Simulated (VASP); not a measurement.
# TiSeF2 (P4mm) in VASP: a series of runs

TiSeF2 is run at these levels: PBE; tasks: single point, relaxation of cell and atoms.

All numbers are computed with VASP 6.6.1; they aren't measurements. Logs are shortened: lines on timing, memory, paths and dates and some standing lists are left out, and cuts for length are marked.

### 1 The cell of the first run

The structure is tetragonal, space group P4mm (No. 99). The conventional cell has a = 3.885 Å, b = 3.885 Å, c = 5.316 Å, α = 90.00°, β = 90.00°, γ = 90.00°. Ti (site symmetry 4mm) has 4 F at 1.97 Å and 1 Se at 2.23 Å within 2.6 Å. Se (site symmetry 4mm) has 2 Ti at 2.23 to 3.08 Å and 8 F at 3.21 to 3.38 Å within 3.4 Å. Within 2.6 Å of F (site symmetry 2mm) lie 2 Ti at 1.97 Å.

### 2 Single point, PBE

Input file INCAR:

```
PREC = Accurate
ENCUT = 520
EDIFF = 1E-6
ISMEAR = 0
SIGMA = 0.02
LREAL = False
LASPH = True
NELM = 100
ALGO = Normal
ISIF = 2
LWAVE = False
LCHARG = False
GGA = PE
NBANDS = 24
```

Input file KPOINTS:

```
regular mesh
0
Gamma
  8 8 6
```

Input file POSCAR:

```
TiSeF2
1.0
    3.8850656204      0.0000000000      0.0000000000
    0.0000000000      3.8850656204      0.0000000000
    0.0000000000      0.0000000000      5.3164794680
Ti Se F
1 1 2
Direct
    0.5000000000      0.5000000000      0.9502017816
    0.5000000000      0.5000000000      0.5301384371
    0.5000000000      0.0000000000      0.0098283210
    0.0000000000      0.5000000000      0.0098283210
```

Potentials or basis: VASP PAW PBE potentials, release 64 (Ti_sv, Se, F).

Run with:

```
cat potpaw_PBE.64/Ti_sv/POTCAR potpaw_PBE.64/Se/POTCAR potpaw_PBE.64/F/POTCAR > POTCAR
mpirun -np 1 vasp_std > vasp.out
```

OUTCAR:

```text
PREC = Accurate
   ENCUT = 520
   EDIFF = 1E-6
   ISMEAR = 0
   LREAL = False
   LASPH = True
   NELM = 100
   ISIF = 2
   GGA = PE

 ion  position               nearest neighbor table
   1  0.500  0.500  0.950-   3 1.97   4 1.97   3 1.97   4 1.97   2 2.23
   2  0.500  0.500  0.530-   1 2.23
   3  0.500  0.000  0.010-   1 1.97   1 1.97
   4  0.000  0.500  0.010-   1 1.97   1 1.97

  LATTYP: Found a simple tetragonal cell.
 ALAT       =     3.8850656204
 C/A-ratio  =     1.3684400696

  Lattice vectors:

 A1 = (   3.8850656204,   0.0000000000,   0.0000000000)
 A2 = (   0.0000000000,   3.8850656204,   0.0000000000)
 A3 = (   0.0000000000,   0.0000000000,   5.3164794680)

Analysis of symmetry for initial positions (statically):
=====================================================================
 Subroutine PRICEL returns:
 Original cell was already a primitive cell.

 Routine SETGRP: Setting up the symmetry group for a
 simple tetragonal supercell.

 Subroutine GETGRP returns: Found  8 space group operations
 (whereof  8 operations were pure point group operations)
 out of a pool of 16 trial point group operations.

The static configuration has the point symmetry C_4v.

Analysis of symmetry for dynamics (positions and initial velocities):
=====================================================================
 Subroutine PRICEL returns:
 Original cell was already a primitive cell.

 Routine SETGRP: Setting up the symmetry group for a
 simple tetragonal supercell.

 Subroutine GETGRP returns: Found  8 space group operations
 (whereof  8 operations were pure point group operations)
 out of a pool of 16 trial point group operations.

The dynamic configuration has the point symmetry C_4v.

 Subroutine INISYM returns: Found  8 space group operations
 (whereof  8 operations are pure point group operations),
 and found     1 'primitive' translations

----------------------------------------------------------------------------------------

                                     Primitive cell

  volume of cell :      80.2455

  direct lattice vectors                    reciprocal lattice vectors
     3.885065620  0.000000000  0.000000000     0.257395910  0.000000000  0.000000000
     0.000000000  3.885065620  0.000000000     0.000000000  0.257395910  0.000000000
     0.000000000  0.000000000  5.316479468     0.000000000  0.000000000  0.188094397

  length of vectors
     3.885065620  3.885065620  5.316479468     0.257395910  0.257395910  0.188094397

  position of ions in fractional coordinates (direct lattice)
     0.500000000  0.500000000  0.950201782
     0.500000000  0.500000000  0.530138437
     0.500000000  0.000000000  0.009828321
     0.000000000  0.500000000  0.009828321

  ion indices of the primitive-cell ions
   primitive index   ion index
                 1           1
                 2           2
                 3           3
                 4           4

----------------------------------------------------------------------------------------

 KPOINTS: regular mesh

Automatic generation of k-mesh.
 Grid dimensions read from file:
 generate k-points for:    8    8    6

 Generating k-lattice:

  Cartesian coordinates                     Fractional coordinates (reciprocal lattice)
     0.032174489  0.000000000  0.000000000     0.125000000  0.000000000  0.000000000
     0.000000000  0.032174489  0.000000000     0.000000000  0.125000000  0.000000000
     0.000000000  0.000000000  0.031349066     0.000000000  0.000000000  0.166666667

  Length of vectors
     0.032174489  0.032174489  0.031349066

  Shift w.r.t. Gamma in fractional coordinates (k-lattice)
     0.000000000  0.000000000  0.000000000

 Subroutine IBZKPT returns following result:
 ===========================================

 Found     60 irreducible k-points:

 Following reciprocal coordinates:
            Coordinates               Weight
  0.000000  0.000000  0.000000      1.000000
  0.125000  0.000000  0.000000      4.000000
  0.250000  0.000000  0.000000      4.000000
  0.375000  0.000000  0.000000      4.000000
  0.500000  0.000000  0.000000      2.000000
  0.125000  0.125000  0.000000      4.000000
[... 16 lines left out ...]
  0.375000  0.125000  0.166667     16.000000
  0.500000  0.125000  0.166667      8.000000
 [... further k-points ...]
   k-points           NKPTS =     60   k-points in BZ     NKDIM =     60   number of bands    NBANDS=     24
   number of dos      NEDOS =    301   number of ions     NIONS =      4
   total plane-waves  NPLWV =  36000
   dimension x,y,z NGX =    30 NGY =   30 NGZ =   40
   dimension x,y,z NGXF=    60 NGYF=   60 NGZF=   80
   ions per type =               1   1   2
   NGX,Y,Z   is equivalent  to a cutoff of  12.84, 12.84, 12.51 a.u.
   NGXF,Y,Z  is equivalent  to a cutoff of  25.67, 25.67, 25.02 a.u.
 SYSTEM =  unknown system
   PREC   = accura    normal or accurate (medium, high low for compatibility)
   ISTART =      0    job   : 0-new  1-cont  2-samecut
   ICHARG =      2    charge: 1-file 2-atom 10-const
   ISPIN  =      1    spin polarized calculation?
   LNONCOLLINEAR =      F non collinear calculations
   LSORBIT =      F    spin-orbit coupling
   LASPH  =      T    aspherical Exc in radial PAW
   ENCUT  =  520.0 eV  38.22 Ry    6.18 a.u.   7.22  7.22  9.89*2*pi/ulx,y,z
   NELM   =    100;   NELMIN=  2; NELMDL= -5     # of ELM steps
   EDIFF  = 0.1E-05   stopping-criterion for ELM
   LREAL  =      F    real-space projection
   EDIFFG = 0.1E-04   stopping-criterion for IOM
   NSW    =      0    number of steps for IOM
   IBRION =     -1    ionic relax: 0-MD 1-quasi-New 2-CG
   NFREE  =      0    steps in history (QN), initial steepest desc. (CG)
   ISIF   =      2    stress and relaxation
   ISYM   =      2    0-nonsym 1-usesym 2-fastsym
   POTIM  = 0.5000    time-step for ionic-motion
   TEBEG  =    0.0;   TEEND  =   0.0 temperature during run
   PSTRESS=    0.0 pullay stress
   NELECT =      32.0000    total number of electrons
   NUPDOWN=      -1.0000    fix difference up-down
   EMIN   =  10.00;   EMAX   =-10.00  energy-range for DOS
   EFERMI =   0.00;   METHOD = LEGACY
   ISMEAR =     0;   SIGMA  =   0.02  broadening in eV -4-tet -1-fermi 0-gaus
   EFERMI_NEDOS =   21; number of points for ismear=-14 and -15
   IALGO  =     38    algorithm
   IMIX   =      4    mixing-type and parameters
     AMIX     =   0.40;   BMIX     =  1.00
     AMIX_MAG =   1.60;   BMIX_MAG =  1.00
  volume/ion in A,a.u.               =      20.06       135.38
  Fermi-wavevector in a.u.,A,eV,Ry     =   1.204993  2.277107 19.755771  1.452008
  Thomas-Fermi vector in A             =   2.340702
   LORBIT       =      0    0 simple, 1 ext, 2 COOP (PROOUT), +10 PAW based schemes
   GGA     = PE    functional components
   LHFCALC =     F    Hartree Fock is set to
   AEXX    =    0.0000 exact exchange contribution
   IVDW    =     0    specifies the selected vdW correction
   LEPSILON=     F    determine dielectric tensor
   LRPA    =     F    only Hartree local field effects (RPA)
 non-spin polarized calculation
 Gauss-broadening in eV      SIGMA  =   0.02
  energy-cutoff  :      520.00
  volume of cell :       80.25
 maximum number of plane-waves:      2182
 NGX is ok and might be reduce to    30
   NGX = 15   NGY = 15   NGZ = 19

 number of electron      32.0000005 magnetization

 Free energy of the ion-electron system (eV)
  ---------------------------------------------------
  ext. energy  EPLUGINS =         0.00000000
  ---------------------------------------------------
  free energy    TOTEN  =       -24.64709762 eV

  energy without entropy =      -24.64709762  energy(sigma->0) =      -24.64709762

 E-fermi :   1.4497     XC(G=0):  -8.4699

 val. band max:        1.2216150580   @ k =   0.5000   0.0000   0.0000
 cond. band min:       2.0450724832   @ k =   0.0000   0.0000   0.0000
 fundamental gap:      0.8234574253
 Fermi energy:         1.4497344472

 k-point     1 :       0.0000    0.0000    0.0000
  band No.  band energies     occupation
      1     -56.5692      2.00000
      2     -32.9543      2.00000
      3     -32.9543      2.00000
      4     -32.5441      2.00000
      5     -23.1462      2.00000
      6     -22.8578      2.00000
[... 16 lines left out ...]
     23       9.4447      0.00000
     24      10.0734      0.00000

 k-point     2 :       0.1250    0.0000    0.0000
  band No.  band energies     occupation
      1     -56.5689      2.00000
      2     -32.9750      2.00000
      3     -32.9539      2.00000
      4     -32.5432      2.00000
      5     -23.1058      2.00000
      6     -22.8305      2.00000
[... 16 lines left out ...]
     23       9.7026      0.00000
     24      10.4544      0.00000

 k-point     3 :       0.2500    0.0000    0.0000
  band No.  band energies     occupation
      1     -56.5680      2.00000
      2     -33.0241      2.00000
      3     -32.9531      2.00000
      4     -32.5412      2.00000
      5     -23.0389      2.00000
      6     -22.7327      2.00000
[... 16 lines left out ...]
     23      10.1725      0.00000
     24      11.0233      0.00000

 k-point     4 :       0.3750    0.0000    0.0000
  band No.  band energies     occupation
      1     -56.5672      2.00000
      2     -33.0722      2.00000
      3     -32.9522      2.00000
      4     -32.5394      2.00000
      5     -23.0046      2.00000
      6     -22.6000      2.00000
[... 16 lines left out ...]
     23      10.3222      0.00000
     24      10.5471      0.00000

 k-point     5 :       0.5000    0.0000    0.0000
  band No.  band energies     occupation
      1     -56.5668      2.00000
      2     -33.0918      2.00000
      3     -32.9519      2.00000
      4     -32.5386      2.00000
      5     -22.9957      2.00000
      6     -22.5389      2.00000
[... 16 lines left out ...]
     23       9.7599      0.00000
     24      10.1621      0.00000

 k-point     6 :       0.1250    0.1250    0.0000
  band No.  band energies     occupation
      1     -56.5685      2.00000
      2     -32.9749      2.00000
      3     -32.9744      2.00000
      4     -32.5423      2.00000
      5     -23.0584      2.00000
      6     -22.8104      2.00000
[... 16 lines left out ...]
     23      10.0352      0.00000
     24      10.7440      0.00000
[... 379 lines left out ...]
 k-point    21 :       0.1250    0.1250    0.1667
  band No.  band energies     occupation
      1     -56.5685      2.00000
      2     -32.9749      2.00000
      3     -32.9743      2.00000
      4     -32.5424      2.00000
      5     -23.0581      2.00000
      6     -22.8102      2.00000
[... 16 lines left out ...]
     23       9.8243      0.00000
     24      10.8165      0.00000

 k-point    22 :       0.2500    0.1250    0.1667
  band No.  band energies     occupation
      1     -56.5677      2.00000
      2     -33.0237      2.00000
      3     -32.9737      2.00000
      4     -32.5404      2.00000
      5     -22.9768      2.00000
      6     -22.7268      2.00000
[... 16 lines left out ...]
     23      10.1366      0.00000
     24      11.0480      0.00000

 k-point    23 :       0.3750    0.1250    0.1667
  band No.  band energies     occupation
      1     -56.5668      2.00000
      2     -33.0718      2.00000
      3     -32.9729      2.00000
      4     -32.5386      2.00000
      5     -22.9378      2.00000
      6     -22.5983      2.00000
[... 16 lines left out ...]
     23       9.9608      0.00000
     24      10.6195      0.00000

 k-point    24 :       0.5000    0.1250    0.1667
  band No.  band energies     occupation
      1     -56.5665      2.00000
      2     -33.0914      2.00000
      3     -32.9725      2.00000
      4     -32.5379      2.00000
      5     -22.9285      2.00000
      6     -22.5374      2.00000
[... 16 lines left out ...]
     23       9.7980      0.00000
     24      10.1468      0.00000

 [... further k-points ...]
[... 5 lines left out ...]
  --------------------------------------------------------------------------------------
  -------------------------------------------------------------------------------------
  Total        0.1304234      0.1304234      0.0233467      0.0000000      0.0000000      0.0000000
  in kB        2.6040263      2.6040263      0.4661385      0.0000000      0.0000000      0.0000000
  external PRESSURE =       1.8913970 kB  Pullay stress =       0.0000000 kB

 VOLUME and BASIS-vectors are now :
 -----------------------------------------------------------------------------
  energy-cutoff  :      520.00
  volume of cell :       80.25
      direct lattice vectors                 reciprocal lattice vectors
     3.885065620  0.000000000  0.000000000     0.257395910  0.000000000  0.000000000
     0.000000000  3.885065620  0.000000000     0.000000000  0.257395910  0.000000000
     0.000000000  0.000000000  5.316479468     0.000000000  0.000000000  0.188094397

 POSITION                                       TOTAL-FORCE (eV/Angst)
 -----------------------------------------------------------------------------------
      1.94253      1.94253      5.05173         0.000000     -0.000000      0.009469
      1.94253      1.94253      2.81847         0.000000      0.000000     -0.027843
      1.94253      0.00000      0.05225         0.000000     -0.000000      0.009187
      0.00000      1.94253      0.05225         0.000000      0.000000      0.009187
 -----------------------------------------------------------------------------------
    total drift:                                0.000000      0.000000     -0.001019

  FREE ENERGIE OF THE ION-ELECTRON SYSTEM (eV)
  ---------------------------------------------------
  free  energy   TOTEN  =       -24.6470976203 eV

  energy  without entropy=      -24.6470976203  energy(sigma->0) =      -24.64709762
```

Run time: 1.8 min. Hardware: 1 thread of Intel Xeon Platinum 8488C (Sapphire Rapids), shared host; peak memory 0.25 GiB.

What came out:

```
Free energy            : -24.6471 eV
Pressure               : 0.2 GPa
Largest force          : 0.028 eV/Å
Band gap on the k mesh : 0.82 eV (least direct gap 0.98 eV)
```

Forces on the atoms (eV/Å):
```
Ti   0.000  0.000  0.009
Se   0.000  0.000 -0.028
F    0.000  0.000  0.009
F    0.000  0.000  0.009
```

Levels at points of the mesh, in eV from the valence-band top:
```csv
k point,band 13,band 14,band 15,band 16,band 17,band 18,band 19,band 20
"(0.00, 0.00, 0.00)",-4.76,-1.27,-0.15,-0.15,0.82,1.99,1.99,2.27
"(0.50, 0.00, 0.00)",-5.24,-1.60,-1.16,0.00,1.66,1.81,2.09,2.16
"(0.50, 0.50, 0.00)",-4.14,-1.25,-1.25,-1.07,1.87,1.87,2.00,2.19
"(0.00, 0.00, 0.50)",-4.76,-2.78,-0.46,-0.46,0.83,2.40,2.56,2.56
"(0.50, 0.00, 0.50)",-5.23,-2.61,-1.31,-0.29,1.66,2.06,2.65,3.00
"(0.50, 0.50, 0.50)",-4.13,-2.50,-0.99,-0.99,2.14,2.14,2.18,4.53
```

[end of part 1 of 2]
